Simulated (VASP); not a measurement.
Rh, 2 atoms in the cell. Symmetry: P6_3/mmc, No. 194, hexagonal system. The conventional cell has a = 2.669 Å, b = 2.669 Å, c = 4.296 Å, α = 90.00°, β = 90.00°, γ = 120.00°. Rh (site symmetry -6m2) has 12 Rh at 2.64 to 2.67 Å within 3.5 Å. This isn't the form of Rh at room conditions, which is fcc.

- Program: VASP 6.6.1
- Task: single point
- Functional: PBE
- Potentials or basis: VASP PAW PBE potentials, release 64 (Rh_pv)
- Cutoff: 500 eV
- k mesh: 21 × 21 × 12
- Occupations: gaussian, width 0.15 eV
- Spin: no spin polarisation
- Dipole correction: no
- Further INCAR settings: ALGO = Normal; EDIFF = 1e-06; NBANDS = 22

Potentials or basis: VASP PAW PBE potentials, release 64 (Rh_pv).

The run is started by

```sh
$ cat potpaw_PBE.64/Rh_pv/POTCAR > POTCAR
$ mpirun -np 1 vasp_std > vasp.out
```

Hardware: 1 thread of Oxide Virtual Turin-like Processor, with other jobs on the host.

Estimate the wall time of this run.

It took 3.2 min on 1 thread of Oxide Virtual Turin-like Processor, with other jobs on the host, peak memory 0.22 GiB. Counts: scf iterations 11, k points 336.
